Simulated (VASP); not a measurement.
# Se (R-3) in VASP: notebook

Se is run at these levels: PBEsol; tasks: single point, relaxation of cell and atoms.

All numbers are computed with VASP 6.6.1; they aren't measurements. Logs are shortened: lines on timing, memory, paths and dates and some standing lists are left out, and cuts for length are marked.

**1. The cell of the first run**

Symmetry: R-3, No. 148, trigonal system. The conventional cell has a = 10.703 Å, b = 10.703 Å, c = 4.567 Å, α = 90.00°, β = 90.00°, γ = 120.00°. Within 3.2 Å of Se (site symmetry 1) lie 4 Se at 2.43 to 3.03 Å.

**2. Single point, PBEsol**

The input, INCAR:

```
PREC = Accurate ; ENCUT = 520
EDIFF = 1E-6 ; ISMEAR = 0
SIGMA = 0.02 ; LREAL = False
LASPH = True ; NELM = 100
ALGO = Normal ; ISIF = 2
LWAVE = False ; LCHARG = False
GGA = PS ; NBANDS = 27
```

The input, KPOINTS:

```
regular mesh
0
Gamma
  6 6 6
```

The input, POSCAR:

```
Se
1.0
    5.3514623836      3.0896682477      1.5222232904
   -5.3514623836      3.0896682477      1.5222232904
    0.0000000000     -6.1793364955      1.5222232902
Se
6
Direct
    0.3025245761      0.1671748822      0.9090848799
    0.9090848799      0.3025245761      0.1671748822
    0.1671748822      0.9090848799      0.3025245761
    0.6974754239      0.8328251178      0.0909151201
    0.0909151201      0.6974754239      0.8328251178
    0.8328251178      0.0909151201      0.6974754239
```

Potentials or basis: VASP PAW PBE potentials, release 64 (Se).

The run is started by

```console
$ cat potpaw_PBE.64/Se/POTCAR > POTCAR
$ mpirun -np 1 vasp_std > vasp.out
```

OUTCAR:

```text
PREC = Accurate
   ENCUT = 520
   EDIFF = 1E-6
   ISMEAR = 0
   LREAL = False
   LASPH = True
   NELM = 100
   ISIF = 2
   GGA = PS

 ion  position               nearest neighbor table
   1  0.303  0.167  0.909-   6 2.43   5 2.43
   2  0.909  0.303  0.167-   4 2.43   6 2.43
   3  0.167  0.909  0.303-   4 2.43   5 2.43
   4  0.697  0.833  0.091-   3 2.43   2 2.43
   5  0.091  0.697  0.833-   1 2.43   3 2.43
   6  0.833  0.091  0.697-   1 2.43   2 2.43

  LATTYP: Found a trigonal (rhomboedric) cell.
 ALAT       =     6.3640681384
 COS(alpha) =    -0.4141820092

  Lattice vectors:

 A1 = (   5.3514623836,   3.0896682477,   1.5222232904)
 A2 = (  -5.3514623836,   3.0896682477,   1.5222232904)
 A3 = (   0.0000000000,  -6.1793364955,   1.5222232902)

Analysis of symmetry for initial positions (statically):
=====================================================================
 Subroutine PRICEL returns:
 Original cell was already a primitive cell.

 Routine SETGRP: Setting up the symmetry group for a
 trigonal (rhombohedral) supercell.

 Subroutine GETGRP returns: Found  6 space group operations
 (whereof  6 operations were pure point group operations)
 out of a pool of 12 trial point group operations.

The static configuration has the point symmetry S_6 .

Analysis of symmetry for dynamics (positions and initial velocities):
=====================================================================
 Subroutine PRICEL returns:
 Original cell was already a primitive cell.

 Routine SETGRP: Setting up the symmetry group for a
 trigonal (rhombohedral) supercell.

 Subroutine GETGRP returns: Found  6 space group operations
 (whereof  6 operations were pure point group operations)
 out of a pool of 12 trial point group operations.

The dynamic configuration has the point symmetry S_6 .

 Subroutine INISYM returns: Found  6 space group operations
 (whereof  6 operations are pure point group operations),
 and found     1 'primitive' translations

----------------------------------------------------------------------------------------

                                     Primitive cell

  volume of cell :     151.0129

  direct lattice vectors                    reciprocal lattice vectors
[... 89 lines left out ...]
   ISPIN  =      1    spin polarized calculation?
   LNONCOLLINEAR =      F non collinear calculations
   LSORBIT =      F    spin-orbit coupling
   LASPH  =      T    aspherical Exc in radial PAW
   ENCUT  =  520.0 eV  38.22 Ry    6.18 a.u.  11.83 11.83 11.83*2*pi/ulx,y,z
   NELM   =    100;   NELMIN=  2; NELMDL= -5     # of ELM steps
   EDIFF  = 0.1E-05   stopping-criterion for ELM
   LREAL  =      F    real-space projection
   EDIFFG = 0.1E-04   stopping-criterion for IOM
   NSW    =      0    number of steps for IOM
   IBRION =     -1    ionic relax: 0-MD 1-quasi-New 2-CG
   NFREE  =      0    steps in history (QN), initial steepest desc. (CG)
   ISIF   =      2    stress and relaxation
   ISYM   =      2    0-nonsym 1-usesym 2-fastsym
   POTIM  = 0.5000    time-step for ionic-motion
   TEBEG  =    0.0;   TEEND  =   0.0 temperature during run
   PSTRESS=    0.0 pullay stress
   NELECT =      36.0000    total number of electrons
   NUPDOWN=      -1.0000    fix difference up-down
   EMIN   =  10.00;   EMAX   =-10.00  energy-range for DOS
   EFERMI =   0.00;   METHOD = LEGACY
   ISMEAR =     0;   SIGMA  =   0.02  broadening in eV -4-tet -1-fermi 0-gaus
   EFERMI_NEDOS =   21; number of points for ismear=-14 and -15
   IALGO  =     38    algorithm
   IMIX   =      4    mixing-type and parameters
     AMIX     =   0.40;   BMIX     =  1.00
     AMIX_MAG =   1.60;   BMIX_MAG =  1.00
  volume/ion in A,a.u.               =      25.17       169.85
  Fermi-wavevector in a.u.,A,eV,Ry     =   1.015090  1.918241 14.019535  1.030407
  Thomas-Fermi vector in A             =   2.148355
   LORBIT       =      0    0 simple, 1 ext, 2 COOP (PROOUT), +10 PAW based schemes
   GGA     = PS    functional components
   LHFCALC =     F    Hartree Fock is set to
   AEXX    =    0.0000 exact exchange contribution
   IVDW    =     0    specifies the selected vdW correction
   LEPSILON=     F    determine dielectric tensor
   LRPA    =     F    only Hartree local field effects (RPA)
 non-spin polarized calculation
 Gauss-broadening in eV      SIGMA  =   0.02
  energy-cutoff  :      520.00
  volume of cell :      151.01
 maximum number of plane-waves:      4110
   NGX = 23   NGY = 23   NGZ = 23

 number of electron      35.9999997 magnetization

 Free energy of the ion-electron system (eV)
  ---------------------------------------------------
  ext. energy  EPLUGINS =         0.00000000
  ---------------------------------------------------
  free energy    TOTEN  =       -22.91561544 eV

  energy without entropy =      -22.91561544  energy(sigma->0) =      -22.91561544

 E-fermi :   3.1788     XC(G=0):  -9.4207

 val. band max:        3.0680169340   @ k =   0.5000   0.0000   0.0000
 cond. band min:       4.0449274870   @ k =  -0.1667   0.1667   0.1667
 fundamental gap:      0.9769105530
 Fermi energy:         3.1787746532

 k-point     1 :       0.0000    0.0000    0.0000
  band No.  band energies     occupation
      1     -12.8015      2.00000
      2     -10.5403      2.00000
      3     -10.5403      2.00000
      4      -8.8897      2.00000
      5      -8.8897      2.00000
      6      -7.9739      2.00000
[... 709 lines left out ...]
     26       8.6617      0.00000
     27       9.2595      0.00000

 [... further k-points ...]
[... 5 lines left out ...]
  --------------------------------------------------------------------------------------
  -------------------------------------------------------------------------------------
  Total        0.1751724      0.1751724      0.1074716      0.0000008      0.0000000     -0.0000000
  in kB        1.8584990      1.8584990      1.1402247      0.0000089      0.0000000     -0.0000000
  external PRESSURE =       1.6190742 kB  Pullay stress =       0.0000000 kB

 VOLUME and BASIS-vectors are now :
 -----------------------------------------------------------------------------
  energy-cutoff  :      520.00
  volume of cell :      151.01
      direct lattice vectors                 reciprocal lattice vectors
     5.351462384  3.089668248  1.522223290     0.093432405  0.053943224  0.218977949
    -5.351462384  3.089668248  1.522223290    -0.093432405  0.053943224  0.218977949
     0.000000000 -6.179336496  1.522223290     0.000000000 -0.107886448  0.218977949

 POSITION                                       TOTAL-FORCE (eV/Angst)
 -----------------------------------------------------------------------------------
      0.72432     -4.16633      2.09882         0.003511      0.019975      0.024410
      3.24598      2.71044      2.09882        -0.019055     -0.006947      0.024410
     -3.97030      1.45588      2.09882         0.015544     -0.013028      0.024410
     -0.72432      4.16633      2.46785        -0.003511     -0.019975     -0.024410
     -3.24598     -2.71044      2.46785         0.019055      0.006947     -0.024410
      3.97030     -1.45588      2.46785        -0.015544      0.013028     -0.024410
 -----------------------------------------------------------------------------------
    total drift:                               -0.000000      0.000000     -0.000000

  FREE ENERGIE OF THE ION-ELECTRON SYSTEM (eV)
  ---------------------------------------------------
  free  energy   TOTEN  =       -22.9156154373 eV

  energy  without entropy=      -22.9156154373  energy(sigma->0) =      -22.91561544
```

stdout:

```text
POSCAR found type information on POSCAR Se
 POSCAR found :  1 types and       6 ions
 scaLAPACK will be used
 -----------------------------------------------------------------------------
|                                                                             |
|                                                                             |
|     You enforced a specific xc type in the INCAR file but a different       |
|     I HOPE YOU KNOW WHAT YOU ARE DOING!                                     |
|                                                                             |
 -----------------------------------------------------------------------------

 LDA part: xc-table for (Slater+PW92), standard interpolation
 POSCAR, INCAR and KPOINTS ok, starting setup
 FFT: planning ... GRIDC
 FFT: planning ... GRID_SOFT
 FFT: planning ... GRID
 WAVECAR not read
 entering main loop
```

Wall time 98 s (1 thread of AMD EPYC 9R45 (Zen 5), shared host); peak memory 0.34 GiB.

What came out:

```yaml
Free_energy: -22.9156 eV
Pressure: 0.2 GPa
Largest_force: 0.032 eV/Å
Band_gap_on_the_k_mesh: 0.98 eV, indirect (least direct gap 1.10 eV)
```

Forces on the atoms (eV/Å):
```
Se   0.004  0.020  0.024
Se  -0.019 -0.007  0.024
Se   0.016 -0.013  0.024
Se  -0.004 -0.020 -0.024
Se   0.019  0.007 -0.024
Se  -0.016  0.013 -0.024
```

Levels at points of the mesh, in eV from the valence-band top:
```csv
k point,band 16,band 17,band 18,band 19,band 20,band 21
"(0.00, 0.00, 0.00)",-1.03,-0.53,-0.53,2.07,2.07,2.34
"(0.50, 0.00, 0.00)",-0.91,-0.34,0.00,1.44,1.63,2.53
"(0.50, 0.50, 0.00)",-1.50,-1.19,-0.09,1.15,1.45,1.88
"(0.50, 0.50, 0.50)",-1.15,-1.15,-0.66,1.48,1.49,1.49
```

Caveat: the PAW data sets were made with another functional, which shifts forces and pressure a little.

(Part 1 of 2 ends here.)
